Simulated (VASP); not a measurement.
A run of VASP 6.6.1:

The input INCAR:

```
SYSTEM = ZnCd15Te16
PREC = Accurate
ENCUT = 520
EDIFF = 1E-6
ISMEAR = 0
SIGMA = 0.02
LREAL = Auto
LASPH = .TRUE.
NELM = 60
ALGO = Normal
ISIF = 2
LWAVE = .FALSE.
LCHARG = .TRUE.
GGA = PS
LELF = .TRUE.
LVHAR = .TRUE.
NBANDS = 166
```

KPOINTS

```
Automatic mesh
0
Gamma
  2 2 2
  0.5 0.5 0.5
```

File POSCAR:

```
ZnCd15Te16
1.0
   -6.4910890995      6.4910890995     -6.4910890995
    6.4910890995     -6.4910890995     -6.4910890995
   -6.4910890995     -6.4910890995      6.4910890995
Zn Cd Te
1 15 16
Direct
    0.0000000000      0.2500000000      0.7500000000
    0.7523879319      0.2500000000      0.9978721620
    0.5000000000      0.2500000000      0.2500000000
    0.2478721620      0.0023879319      0.7500000000
    0.2478721620      0.2500000000      0.5023879319
    1.0000000000      1.0023879319      0.9978721620
    0.7521278380      0.0021278380      0.2545157699
    0.5000000000      0.7500000000      0.7500000000
    0.5045157699      0.0021278380      0.5021278380
    0.2476120681      0.7454842301      0.9976120681
    0.0000000000      0.7500000000      0.2500000000
    0.7523879319      0.4978721620      0.7500000000
    0.7521278380      0.7545157699      0.5021278380
    0.4954842301      0.4976120681      0.9976120681
    0.2476120681      0.4976120681      0.2454842301
    0.0000000000      0.4978721620      0.5023879319
    0.0000000000      0.4870631105      0.7500000000
    0.7480905914      0.4995113491     -0.0004886509
    0.5014207577      0.5019094086      0.2514207577
    0.2370631105      0.2500000000      0.7500000000
    0.2495113491      0.4995113491      0.4980905914
    0.0000000000      0.2500000000     -0.0129368895
    0.7504886509      0.2500000000      0.2485792423
    0.4985792423      0.0004886509      0.7500000000
    0.4985792423      0.2500000000      0.5004886509
    0.2495113491     -0.0019094086     -0.0004886509
    0.0000000000      0.0004886509      0.2485792423
    0.7504886509      0.7485792423      0.7500000000
    0.7629368895      0.0129368895      0.5129368895
    0.5014207577      0.7514207577      0.0019094086
    0.2519094086      0.7514207577      0.2514207577
    0.0000000000      0.7485792423      0.5004886509
```

Potentials or basis: VASP PAW PBE potentials, release 64 (Zn, Cd, Te).

Run with:

```sh
$ cat potpaw_PBE.64/Zn/POTCAR potpaw_PBE.64/Cd/POTCAR potpaw_PBE.64/Te/POTCAR > POTCAR
$ mpirun -np 1 vasp_std > vasp.out
```

Hardware: 1 thread of Intel(R) Xeon(R) Platinum 8375C CPU @ 2.90GHz (Ice Lake), with other jobs on the host.

Task: Estimate the wall time of this run.

Result: Run time: 19 min on 1 thread of Intel(R) Xeon(R) Platinum 8375C CPU @ 2.90GHz (Ice Lake), on a shared host, peak memory 1.2 GiB. Counts: scf iterations 17, k points 2.
